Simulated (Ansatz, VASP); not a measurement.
# Ga: VASP beside Ansatz

```
Ga
1.0
     3.49984    2.02063    6.09928
    -3.49984    2.02063    6.09928
     0.00000   -4.04127    6.09928
Ga
12
Direct
  0.01753 0.64367 0.01753
  0.01753 0.01753 0.64367
  0.64367 0.01753 0.01753
  0.98247 0.35633 0.98247
  0.35633 0.98247 0.98247
  0.98247 0.98247 0.35633
  0.23221 0.61613 0.23221
  0.23221 0.23221 0.61613
  0.61613 0.23221 0.23221
  0.76779 0.38387 0.76779
  0.38387 0.76779 0.76779
  0.76779 0.76779 0.38387
```

Alike in both runs: functional r2SCAN; k mesh 3 × 3 × 3; occupations gaussian, width 0.1 eV; no spin polarisation.

Ansatz relaxed the structure, and its values are those at the end. VASP's run is a single point on that final structure, the one shown.

|  | VASP | Ansatz |
| --- | --- | --- |
| version | VASP 6.6.1 | Ansatz 0.2.0 |
| potentials or method | VASP PAW PBE potentials, release 64 (Ga_d), cutoff 520 eV | scalar-relativistic, plane waves, PAW |
| valence electrons in the cell | 156 | 156 |

|  | VASP | Ansatz | Ansatz less VASP |
| --- | --- | --- | --- |
| gap on the k mesh at the Fermi level (eV) | none | none | - |
| pressure (GPa) | 0.1 | 0.0 | -0.08 |

VASP's potentials were made for PBE, not for r2SCAN. A gap of «none» marks a metal or a gap that the smearing closes.

The k mesh is coarse, so the values compare programs but aren't converged.
